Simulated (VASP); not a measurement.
# AlRu (Pm-3m) in VASP: a series of runs, part 2 of 2

VASP 6.6.1.

**5. Relaxation of cell and atoms, PBE**

This run uses another cell than the first one, of 13.37 Å³/atom, 0.985 times its volume.

The input, INCAR:

```
PREC = Accurate
ENCUT = 600
EDIFF = 1E-7
ISMEAR = 0
SIGMA = 0.3
LREAL = False
LASPH = True
NELM = 80
ALGO = Fast
ISIF = 3
LWAVE = False
LCHARG = False
GGA = PE
IBRION = 2
NSW = 80
EDIFFG = -0.005
```

The input, KPOINTS:

```
Automatic mesh
0
Gamma
  24 24 24
```

The input, POSCAR:

```
AlRu
1.0
    2.9900000000      0.0000000000      0.0000000000
    0.0000000000      2.9900000000      0.0000000000
    0.0000000000      0.0000000000      2.9900000000
Ru Al
1 1
Direct
    0.0000000000      0.0000000000      0.0000000000
    0.5000000000      0.5000000000      0.5000000000
```

Potentials or basis: VASP PAW PBE potentials, release 64 (Ru_pv, Al).

The run is started by

```
cat potpaw_PBE.64/Ru_pv/POTCAR potpaw_PBE.64/Al/POTCAR > POTCAR
mpirun -np 1 vasp_std > vasp.out
```

OUTCAR:

```text
PREC = Accurate
   ENCUT = 600
   EDIFF = 1E-7
   ISMEAR = 0
   LREAL = False
   LASPH = True
   NELM = 80
   ISIF = 3
   GGA = PE
   IBRION = 2
   NSW = 80
   EDIFFG = -0.005

 ion  position               nearest neighbor table
   1  0.000  0.000  0.000-   2 2.59   2 2.59   2 2.59   2 2.59   2 2.59   2 2.59   2 2.59   2 2.59

   2  0.500  0.500  0.500-   1 2.59   1 2.59   1 2.59   1 2.59   1 2.59   1 2.59   1 2.59   1 2.59

  LATTYP: Found a simple cubic cell.
 ALAT       =     2.9900000000

  Lattice vectors:

 A1 = (   2.9900000000,   0.0000000000,   0.0000000000)
 A2 = (   0.0000000000,   2.9900000000,   0.0000000000)
 A3 = (   0.0000000000,   0.0000000000,   2.9900000000)

Analysis of symmetry for initial positions (statically):
[... 262 lines left out ...]
 fundamental gap:      0.0157442892
 Fermi energy:        10.5486008796

 k-point     1 :       0.0000    0.0000    0.0000
  band No.  band energies     occupation
      1     -31.2342      2.00000
      2     -31.2342      2.00000
      3     -31.2342      2.00000
      4       0.9322      2.00000
      5       7.0358      2.00000
      6       7.0358      2.00000
      7      10.7027      0.46755
      8      10.7027      0.46755
      9      10.7027      0.46755
     10      16.5417      0.00000
     11      16.5417      0.00000
     12      16.5417      0.00000
[... 331 lines left out ...]
 k-point    24 :       0.4583    0.0417    0.0000
  band No.  band energies     occupation
      1     -31.4289      2.00000
      2     -31.2208      2.00000
      3     -31.2172      2.00000
      4       4.3853      2.00000
      5       5.4615      2.00000
      6       7.8232      2.00000
      7       8.9705      2.00000
      8       8.9832      2.00000
      9      10.9105      0.08797
     10      12.7691      0.00000
     11      18.0475      0.00000
     12      21.0462      0.00000

 [... further k-points ...]
[... 5 lines left out ...]
  --------------------------------------------------------------------------------------
  -------------------------------------------------------------------------------------
  Total       -0.0017185     -0.0017185     -0.0017185      0.0000000      0.0000000     -0.0000000
  in kB       -0.1014657     -0.1014657     -0.1014657      0.0000000      0.0000000     -0.0000000
  external PRESSURE =      -0.1014657 kB  Pullay stress =       0.0000000 kB
[... 17 lines left out ...]
  FREE ENERGIE OF THE ION-ELECTRON SYSTEM (eV)
  ---------------------------------------------------
  free  energy   TOTEN  =       -14.2952287748 eV

  energy  without entropy=      -14.2244085832  energy(sigma->0) =      -14.25981868

 reached required accuracy - stopping structural energy minimisation
```

OSZICAR:

```text
N       E                     dE             d eps       ncg     rms          rms(c)
DAV:   1     0.126086702177E+03    0.12609E+03   -0.10120E+04 10944   0.149E+03
DAV:   2    -0.122709441482E+02   -0.13836E+03   -0.13328E+03 11828   0.370E+02
DAV:   3    -0.149355983926E+02   -0.26647E+01   -0.25884E+01 13028   0.521E+01
[... 34 lines left out ...]
RMM:   6    -0.142952216398E+02   -0.39583E-04   -0.17983E-04 10921   0.150E-01    0.155E-02
RMM:   7    -0.142952291845E+02   -0.75448E-05   -0.63360E-05 10953   0.814E-02    0.592E-03
RMM:   8    -0.142952288600E+02    0.32454E-06   -0.12753E-05 11054   0.414E-02    0.427E-03
RMM:   9    -0.142952292520E+02   -0.39199E-06   -0.41241E-06 11637   0.198E-02    0.690E-03
RMM:  10    -0.142952288626E+02    0.38933E-06   -0.66858E-07  9395   0.797E-03    0.663E-03
RMM:  11    -0.142952287748E+02    0.87870E-07   -0.12051E-07  7100   0.305E-03
   3 F= -.14295229E+02 E0= -.14259819E+02  d E =-.379224E-02
```

Wall time 11 min (1 thread of AMD EPYC 7R13, shared host); peak memory 0.28 GiB.

What came out:

| Quantity | Value |
| --- | --- |
| Free energy | -14.2952 eV |
| Relaxed volume | 13.57 Å³/atom |
| Relaxed cell | a = 3.005 Å, b = 3.005 Å, c = 3.005 Å, α = 90.00°, β = 90.00°, γ = 90.00° |
| Space group after relaxing (to 0.05 Å) | Pm-3m (No. 221) |
| Energy gained by relaxing | 1.9 meV/atom |
| Ionic steps | 3 |
| Pressure after relaxing | 0.0 GPa |

The path:
| step | energy change (eV) | largest force (eV/Å) | pressure (GPa) | volume (Å³) |
| --- | --- | --- | --- | --- |
| 1 | 0.0000 | 0.0000 | 3.16 | 26.73 |
| 2 | 0.0052 | 0.0000 | -4.58 | 27.76 |
| 3 | -0.0038 | 0.0000 | -0.01 | 27.14 |

Final structure:
```
Ru Al
1.0
     3.00502    0.00000    0.00000
     0.00000    3.00502    0.00000
     0.00000    0.00000    3.00502
Ru Al
1 1
Direct
  0.00000 0.00000 0.00000
  0.50000 0.50000 0.50000
```

Levels at points of the mesh, in eV from the Fermi level:
| k point | band 6 | band 7 | band 8 | band 9 | band 10 | band 11 | band 12 |
| --- | --- | --- | --- | --- | --- | --- | --- |
| (0.00, 0.00, 0.00) | -3.51 | 0.15 | 0.15 | 0.15 | 5.99 | 5.99 | 5.99 |
| (0.50, 0.00, 0.00) | -2.73 | -1.59 | -1.59 | 0.40 | 2.22 | 7.43 | 10.94 |
| (0.50, 0.50, 0.00) | -1.38 | -1.38 | -1.16 | -1.16 | 1.48 | 5.21 | 6.08 |
| (0.50, 0.50, 0.50) | -4.58 | 1.57 | 1.57 | 2.47 | 4.08 | 4.08 | 4.08 |

**6. The runs side by side**

```tsv
task	cell	k mesh	cutoff (eV)	gap on the mesh (eV)	pressure (GPa)	relaxed volume (Å³/atom)
single point	a = 3.005 Å, 2 atoms	16 × 16 × 16	520	none	0.0	-
single point	a = 3.005 Å, 2 atoms	24 × 24 × 24	520	none	0.0	-
relaxation of cell and atoms	relaxed from a = 2.990 Å, 2 atoms	16 × 16 × 16	600	none	0.0	13.57
relaxation of cell and atoms	relaxed from a = 2.990 Å, 2 atoms	24 × 24 × 24	600	none	0.0	13.57
```

Alike in all rows: level PBE; potentials or basis VASP PAW PBE potentials, release 64 (Ru_pv, Al); no spin polarisation; smearing gaussian 0.3 eV.

Total energies depend on the potentials used, so only differences within one code and one set of settings carry meaning.
